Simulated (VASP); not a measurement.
# CdSeS4 (P4/mmm) in VASP: notebook

Runs on CdSeS4. Level: PBE. Tasks: single point.

Everything below comes from runs of VASP 6.6.1. Logs are shortened: lines on timing, memory, paths and dates and some standing lists are left out, and cuts for length are marked.

## 1. The cell of the first run

Symmetry: P4/mmm, No. 123, tetragonal system. Conventional cell: a = 4.229 Å, b = 4.229 Å, c = 7.433 Å, α = 90.00°, β = 90.00°, γ = 90.00°. Within 2.7 Å of Cd (site symmetry 4/mmm) lie 6 S at 2.03 to 2.11 Å. Se (site symmetry 4/mmm) has 16 S at 3.43 to 4.28 Å and 4 Se at 4.23 Å within 4.5 Å. Within 2.8 Å of S (site symmetry mmm) lie 2 Cd at 2.11 Å. S (site symmetry 4mm) has 1 Cd at 2.03 Å within 2.7 Å.

The cell was built from a structure type or drawn by symmetry, and may not be a known phase.

## 2. Single point, PBE

File INCAR:

```
SYSTEM = CdSeS4
PREC = Accurate ; ENCUT = 520
EDIFF = 1E-6 ; ISMEAR = 0
SIGMA = 0.1 ; LREAL = .FALSE.
LASPH = .TRUE. ; NELM = 80
ALGO = Normal ; ISIF = 2
LWAVE = .FALSE. ; LCHARG = .FALSE.
GGA = PE ; NBANDS = 30
```

File KPOINTS:

```
Automatic mesh
0
G
  4 4 4
  0 0 0
```

File POSCAR:

```
CdSeS4
1.0
    4.2291217700      0.0000000000      0.0000000000
    0.0000000000      4.2291217700      0.0000000000
    0.0000000000      0.0000000000      7.4329494100
Cd Se S
1 1 4
Direct
    0.0000000000      0.0000000000      0.0000000000
    0.5000000000      0.5000000000      0.5000000000
    0.5000000000      0.0000000000      0.0000000000
    0.0000000000      0.5000000000      0.0000000000
    0.0000000000      0.0000000000      0.2737000000
    0.0000000000      0.0000000000      0.7263000000
```

Potentials or basis: VASP PAW PBE potentials, release 64 (Cd, Se, S).

Run with:

```console
cat potpaw_PBE.64/Cd/POTCAR potpaw_PBE.64/Se/POTCAR potpaw_PBE.64/S/POTCAR > POTCAR
mpirun -np 1 vasp_std > vasp.out
```

OUTCAR:

```text
SYSTEM = CdSeS4
   PREC = Accurate
   ENCUT = 520
   EDIFF = 1E-6
   ISMEAR = 0
   LREAL = .FALSE.
   LASPH = .TRUE.
   NELM = 80
   ISIF = 2
   GGA = PE

 ion  position               nearest neighbor table
   1  0.000  0.000  0.000-   5 2.03   6 2.03   3 2.11   4 2.11   4 2.11   3 2.11
   2  0.500  0.500  0.500-
   3  0.500  0.000  0.000-   1 2.11   1 2.11
   4  0.000  0.500  0.000-   1 2.11   1 2.11
   5  0.000  0.000  0.274-   1 2.03
   6  0.000  0.000  0.726-   1 2.03

  LATTYP: Found a simple tetragonal cell.
 ALAT       =     4.2291217700
 C/A-ratio  =     1.7575633463

  Lattice vectors:

 A1 = (   4.2291217700,   0.0000000000,   0.0000000000)
 A2 = (   0.0000000000,   4.2291217700,   0.0000000000)
 A3 = (   0.0000000000,   0.0000000000,   7.4329494100)

Analysis of symmetry for initial positions (statically):
=====================================================================
 Subroutine PRICEL returns:
 Original cell was already a primitive cell.

 Routine SETGRP: Setting up the symmetry group for a
 simple tetragonal supercell.

 Subroutine GETGRP returns: Found 16 space group operations
 (whereof 16 operations were pure point group operations)
 out of a pool of 16 trial point group operations.

The static configuration has the point symmetry D_4h.

Analysis of symmetry for dynamics (positions and initial velocities):
=====================================================================
 Subroutine PRICEL returns:
 Original cell was already a primitive cell.

 Routine SETGRP: Setting up the symmetry group for a
 simple tetragonal supercell.

 Subroutine GETGRP returns: Found 16 space group operations
 (whereof 16 operations were pure point group operations)
 out of a pool of 16 trial point group operations.

The dynamic configuration has the point symmetry D_4h.

 Subroutine INISYM returns: Found 16 space group operations
 (whereof 16 operations are pure point group operations),
 and found     1 'primitive' translations

----------------------------------------------------------------------------------------

                                     Primitive cell

  volume of cell :     132.9418
[... 87 lines left out ...]
   LASPH  =      T    aspherical Exc in radial PAW
   ENCUT  =  520.0 eV  38.22 Ry    6.18 a.u.   7.86  7.86 13.82*2*pi/ulx,y,z
   NELM   =     80;   NELMIN=  2; NELMDL= -5     # of ELM steps
   EDIFF  = 0.1E-05   stopping-criterion for ELM
   LREAL  =      F    real-space projection
   EDIFFG = 0.1E-04   stopping-criterion for IOM
   NSW    =      0    number of steps for IOM
   IBRION =     -1    ionic relax: 0-MD 1-quasi-New 2-CG
   NFREE  =      0    steps in history (QN), initial steepest desc. (CG)
   ISIF   =      2    stress and relaxation
   ISYM   =      2    0-nonsym 1-usesym 2-fastsym
   POTIM  = 0.5000    time-step for ionic-motion
   TEBEG  =    0.0;   TEEND  =   0.0 temperature during run
   PSTRESS=    0.0 pullay stress
   NELECT =      42.0000    total number of electrons
   NUPDOWN=      -1.0000    fix difference up-down
   EMIN   =  10.00;   EMAX   =-10.00  energy-range for DOS
   EFERMI =   0.00;   METHOD = LEGACY
   ISMEAR =     0;   SIGMA  =   0.10  broadening in eV -4-tet -1-fermi 0-gaus
   EFERMI_NEDOS =   21; number of points for ismear=-14 and -15
   IALGO  =     38    algorithm
   IMIX   =      4    mixing-type and parameters
     AMIX     =   0.40;   BMIX     =  1.00
     AMIX_MAG =   1.60;   BMIX_MAG =  1.00
  volume/ion in A,a.u.               =      22.16       149.52
  Fermi-wavevector in a.u.,A,eV,Ry     =   1.114989  2.107024 16.914782  1.243201
  Thomas-Fermi vector in A             =   2.251590
   LORBIT       =      0    0 simple, 1 ext, 2 COOP (PROOUT), +10 PAW based schemes
   GGA     = PE    functional components
   LHFCALC =     F    Hartree Fock is set to
   AEXX    =    0.0000 exact exchange contribution
   IVDW    =     0    specifies the selected vdW correction
   LEPSILON=     F    determine dielectric tensor
   LRPA    =     F    only Hartree local field effects (RPA)
 non-spin polarized calculation
 Gauss-broadening in eV      SIGMA  =   0.10
  energy-cutoff  :      520.00
  volume of cell :      132.94
 maximum number of plane-waves:      3608
 NGX is ok and might be reduce to    32
   NGX = 15   NGY = 15   NGZ = 27

 number of electron      42.0000014 magnetization

 Free energy of the ion-electron system (eV)
  ---------------------------------------------------
  ext. energy  EPLUGINS =         0.00000000
  ---------------------------------------------------
  free energy    TOTEN  =        -6.02583180 eV

  energy without entropy =       -5.99185886  energy(sigma->0) =       -6.00884533

 E-fermi :   2.9958     XC(G=0):  -9.4147

 val. band max:        2.9645809258   @ k =   0.2500   0.0000   0.2500
 cond. band min:       3.0570082370   @ k =   0.2500   0.2500   0.5000
 fundamental gap:      0.0924273112
 Fermi energy:         2.9957616570

 k-point     1 :       0.0000    0.0000    0.0000
  band No.  band energies     occupation
      1     -13.0341      2.00000
      2     -12.0686      2.00000
      3     -11.9438      2.00000
      4      -9.7861      2.00000
      5      -8.7158      2.00000
      6      -8.4823      2.00000
[... 583 lines left out ...]
     29      10.9628      0.00000
     30      12.8735      0.00000

------------------------ aborting loop because EDIFF is reached ----------------------------------------

  FORCE on cell =-STRESS in cart. coord.  units (eV):
  Direction    XX          YY          ZZ          XY          YZ          ZX
  --------------------------------------------------------------------------------------
  -------------------------------------------------------------------------------------
  Total       28.6332184     28.6332184     34.7886642      0.0000000      0.0000000     -0.0000000
  in kB      345.0795253    345.0795253    419.2632332      0.0000000      0.0000000     -0.0000000
  external PRESSURE =     369.8074279 kB  Pullay stress =       0.0000000 kB

 VOLUME and BASIS-vectors are now :
 -----------------------------------------------------------------------------
  energy-cutoff  :      520.00
  volume of cell :      132.94
      direct lattice vectors                 reciprocal lattice vectors
     4.229121770  0.000000000  0.000000000     0.236455712  0.000000000  0.000000000
     0.000000000  4.229121770  0.000000000     0.000000000  0.236455712  0.000000000
     0.000000000  0.000000000  7.432949410     0.000000000  0.000000000  0.134536097

 POSITION                                       TOTAL-FORCE (eV/Angst)
 -----------------------------------------------------------------------------------
      0.00000      0.00000      0.00000         0.000000      0.000000      0.000000
      2.11456      2.11456      3.71647         0.000000      0.000000      0.000000
      2.11456      0.00000      0.00000         0.000000      0.000000      0.000000
      0.00000      2.11456      0.00000         0.000000      0.000000      0.000000
      0.00000      0.00000      2.03440         0.000000     -0.000000      9.536353
      0.00000      0.00000      5.39855         0.000000      0.000000     -9.536353
 -----------------------------------------------------------------------------------
    total drift:                                0.000000      0.000000     -0.000000

  FREE ENERGIE OF THE ION-ELECTRON SYSTEM (eV)
  ---------------------------------------------------
  free  energy   TOTEN  =        -6.0258317957 eV

  energy  without entropy=       -5.9918588577  energy(sigma->0) =       -6.00884533
```

OSZICAR:

```text
N       E                     dE             d eps       ncg     rms          rms(c)
DAV:   1     0.280696235633E+03    0.28070E+03   -0.19632E+04  1080   0.125E+03
DAV:   2     0.980216222123E+01   -0.27089E+03   -0.26440E+03  1428   0.273E+02
DAV:   3    -0.746545507113E+01   -0.17268E+02   -0.17073E+02  1254   0.693E+01
DAV:   4    -0.772003583937E+01   -0.25458E+00   -0.25423E+00  1298   0.932E+00
DAV:   5    -0.772579328628E+01   -0.57574E-02   -0.57565E-02  1282   0.137E+00    0.363E+01
DAV:   6    -0.659493732411E+01    0.11309E+01   -0.13634E+01  1330   0.325E+01    0.315E+01
DAV:   7    -0.759149134559E+01   -0.99655E+00   -0.19129E+01  1340   0.107E+01    0.261E+01
DAV:   8    -0.650883501300E+01    0.10827E+01   -0.22233E+01  1306   0.102E+01    0.472E+00
DAV:   9    -0.604866763017E+01    0.46017E+00   -0.10028E+00  1346   0.505E+00    0.202E+00
DAV:  10    -0.602736903322E+01    0.21299E-01   -0.20882E-01  1292   0.152E+00    0.734E-01
DAV:  11    -0.602723206569E+01    0.13697E-03   -0.30556E-02  1278   0.552E-01    0.462E-01
DAV:  12    -0.602697815326E+01    0.25391E-03   -0.50940E-03  1268   0.340E-01    0.416E-01
DAV:  13    -0.602620370206E+01    0.77445E-03   -0.16623E-02  1406   0.303E-01    0.152E-01
DAV:  14    -0.602582222452E+01    0.38148E-03   -0.33392E-03  1364   0.105E-01    0.314E-02
DAV:  15    -0.602583189128E+01   -0.96668E-05   -0.77371E-05  1296   0.431E-02    0.151E-02
DAV:  16    -0.602583179575E+01    0.95532E-07   -0.59015E-06  1214   0.111E-02
   1 F= -.60258318E+01 E0= -.60088453E+01  d E =-.339729E-01
```

It took 2.2 min on 1 thread of Intel Xeon 8259CL, shared host; peak memory 0.26 GiB.

What came out:

```yaml
Free_energy: -6.0258 eV
Pressure: 37.0 GPa
Largest_force: 9.536 eV/Å
Band_gap_on_the_k_mesh: zero (bands 21 and 22 overlap by 1.81 eV)
```

Forces in eV/Å, atoms in the order of the input:
```
Cd   0.000  0.000  0.000
Se   0.000  0.000  0.000
S    0.000  0.000  0.000
S    0.000  0.000  0.000
S    0.000  0.000  9.536
S    0.000  0.000 -9.536
```

Stress tensor (GPa, compression positive):
```
34.51  0.00  0.00
 0.00 34.51  0.00
 0.00  0.00 41.93
```

Caveat: the k points lie up to 0.37 Å⁻¹ apart, too coarse for converged energies and pressures of a metal; forces of over 1 eV/Å act on the atoms, so gaps and moduli don't describe the material at rest.

## 3. Single point, PBE

This run uses another cell than the first one, of 36.98 Å³/atom.

File INCAR:

```
PREC = Accurate
ENCUT = 520
EDIFF = 1E-7
ISMEAR = 0
SIGMA = 0.1
LREAL = False
LASPH = True
NELM = 80
ALGO = Normal
ISIF = 2
LWAVE = False
LCHARG = False
GGA = PE
NBANDS = 30
```

File KPOINTS:

```
regular mesh
0
Gamma
  4 4 4
```

File POSCAR:

```
CdSeS4
1.0
    4.7240416387      0.0000000000      0.0000000000
    0.0000000000      4.7240416387      0.0000000000
    0.0000000000      0.0000000000      9.9412172641
Cd Se S
1 1 4
Direct
    0.0000000000      0.0000000000      0.0000000000
    0.5000000000      0.5000000000      0.5000000000
    0.5000000000      0.0000000000      0.0000000000
    0.0000000000      0.5000000000      0.0000000000
    0.0000000000      0.0000000000      0.4036568187
    0.0000000000      0.0000000000      0.5963431813
```

Potentials or basis: VASP PAW PBE potentials, release 64 (Cd, Se, S).

Run with:

```console
cat potpaw_PBE.64/Cd/POTCAR potpaw_PBE.64/Se/POTCAR potpaw_PBE.64/S/POTCAR > POTCAR
mpirun -np 1 vasp_std > vasp.out
```

Run time: 5 min. Hardware: 1 thread of Intel Xeon 8259CL, shared host; peak memory 0.37 GiB.

The run converged. Its results:

```yaml
Free_energy: -15.0812 eV
Pressure: 0.1 GPa
Largest_force: 0.228 eV/Å
Band_gap_on_the_k_mesh: zero (bands 21 and 22 overlap by 0.91 eV)
```

Forces on the atoms (eV/Å):
```
Cd   0.000  0.000  0.000
Se   0.000  0.000  0.000
S    0.000  0.000  0.000
S    0.000  0.000  0.000
S    0.000  0.000  0.228
S    0.000  0.000 -0.228
```

Stress tensor (GPa, compression positive):
```
 0.23  0.00  0.00
 0.00  0.23  0.00
 0.00  0.00 -0.15
```

Levels at points of the mesh, in eV from the Fermi level:
```tsv
k point	band 16	band 17	band 18	band 19	band 20	band 21	band 22	band 23	band 24	band 25
(0.00, 0.00, 0.00)	-1.92	-0.53	-0.12	0.03	0.03	0.04	0.04	0.31	0.31	1.75
(0.50, 0.00, 0.00)	-1.37	-1.16	-1.07	-0.86	-0.54	-0.46	-0.46	0.10	0.79	3.77
(0.50, 0.50, 0.00)	-0.57	-0.57	-0.51	-0.15	-0.15	0.44	0.44	1.09	1.79	2.96
(0.00, 0.00, 0.50)	-1.84	-0.55	-0.12	0.03	0.03	0.04	0.04	0.30	0.30	1.62
(0.50, 0.00, 0.50)	-1.34	-1.11	-1.05	-0.86	-0.54	-0.52	-0.46	0.10	0.78	3.96
(0.50, 0.50, 0.50)	-0.50	-0.44	-0.44	-0.30	-0.30	0.44	0.44	1.09	1.79	3.66
```

## 4. Single point, PBE

This run uses another cell than the first one, of 40.53 Å³/atom.

File INCAR:

```
PREC     = Accurate       # precision mode
ENCUT    = 520            # plane-wave cutoff, eV
EDIFF    = 1E-7           # SCF threshold, eV
ISMEAR   = 0              # smearing method
SIGMA    = 0.1            # smearing width, eV
LREAL    = F              # projectors in reciprocal space
LASPH    = T              # aspherical terms in the spheres
NELM     = 80             # most SCF steps
ALGO     = Normal         # electronic algorithm
ISIF     = 2              # what is computed and relaxed
LWAVE    = F              # write WAVECAR
LCHARG   = F              # write CHGCAR
GGA      = PE             # functional
NBANDS   = 30             # bands
```

File KPOINTS:

```
regular mesh
0
Gamma
  8 8 4
```

File POSCAR:

```
CdSeS4
1.0
    4.7421945341      0.0000000000      0.0000000000
    0.0000000000      4.7421945341      0.0000000000
    0.0000000000      0.0000000000     10.8143672223
Cd Se S
1 1 4
Direct
    0.0000000000      0.0000000000      0.0000000000
    0.5000000000      0.5000000000      0.5000000000
    0.5000000000      0.0000000000      0.0000000000
    0.0000000000      0.5000000000      0.0000000000
    0.0000000000      0.0000000000      0.4111756567
    0.0000000000      0.0000000000      0.5888243433
```

Run with:

```console
cat potpaw_PBE.64/Cd/POTCAR potpaw_PBE.64/Se/POTCAR potpaw_PBE.64/S/POTCAR > POTCAR
mpirun -np 1 vasp_std > vasp.out
```

Wall time 8.3 min (1 thread of Intel Xeon 8259CL, shared host); peak memory 0.51 GiB.

Results (log left out):

| Property | Result |
| --- | --- |
| Free energy | -15.1003 eV |
| Pressure | 0.1 GPa |
| Largest force | 0.211 eV/Å |
| Band gap on the k mesh | zero (bands 21 and 22 overlap by 0.78 eV) |

Forces on the atoms (eV/Å):
```
Cd   0.000  0.000  0.000
Se   0.000  0.000  0.000
S    0.000  0.000  0.000
S    0.000  0.000  0.000
S    0.000  0.000  0.211
S    0.000  0.000 -0.211
```

Stress tensor (GPa, compression positive):
```
 0.21  0.00  0.00
 0.00  0.21  0.00
 0.00  0.00 -0.27
```

Levels at points of the mesh, in eV from the Fermi level:
```
           k point  band 18  band 19  band 20  band 21  band 22  band 23  band 24  band 25
(0.00, 0.00, 0.00)    -0.05     0.03     0.03     0.08     0.08     0.21     0.21     1.84
(0.50, 0.00, 0.00)    -1.01    -0.94    -0.55    -0.49    -0.42     0.09     0.73     3.91
(0.50, 0.50, 0.00)    -0.44    -0.21    -0.21     0.35     0.35     1.10     1.88     3.29
(0.00, 0.00, 0.50)    -0.05     0.03     0.03     0.08     0.08     0.21     0.21     1.78
(0.50, 0.00, 0.50)    -1.01    -0.93    -0.55    -0.49    -0.44     0.09     0.72     3.99
(0.50, 0.50, 0.50)    -0.36    -0.30    -0.30     0.35     0.35     1.10     1.88     3.75
```

Caveat: semilocal functionals underestimate gaps, so a narrow gap can read as zero.

## 5. Overview

```tsv
cell	k mesh	gap on the mesh (eV)	pressure (GPa)	largest force (eV/Å)
a = 4.229, b = 4.229, c = 7.433 Å, 6 atoms, atomic positions A	4 × 4 × 4	none	37.0	9.54
a = 4.724, b = 4.724, c = 9.941 Å, 6 atoms, atomic positions B	4 × 4 × 4	none	0.1	0.23
a = 4.742, b = 4.742, c = 10.814 Å, 6 atoms, atomic positions C	8 × 8 × 4	none	0.1	0.21
```

Alike in all rows: task single point; level PBE; potentials or basis VASP PAW PBE potentials, release 64 (Cd, Se, S); no spin polarisation; cutoff (eV) 520; smearing gaussian 0.1 eV.

Caveats: some runs use coarse meshes; forces of over 1 eV/Å act on the atoms, so gaps and moduli don't describe the material at rest (at least some runs); semilocal functionals underestimate gaps, so a narrow gap can read as zero (at least some runs).

Absolute energies hang on the potentials; compare differences alone.
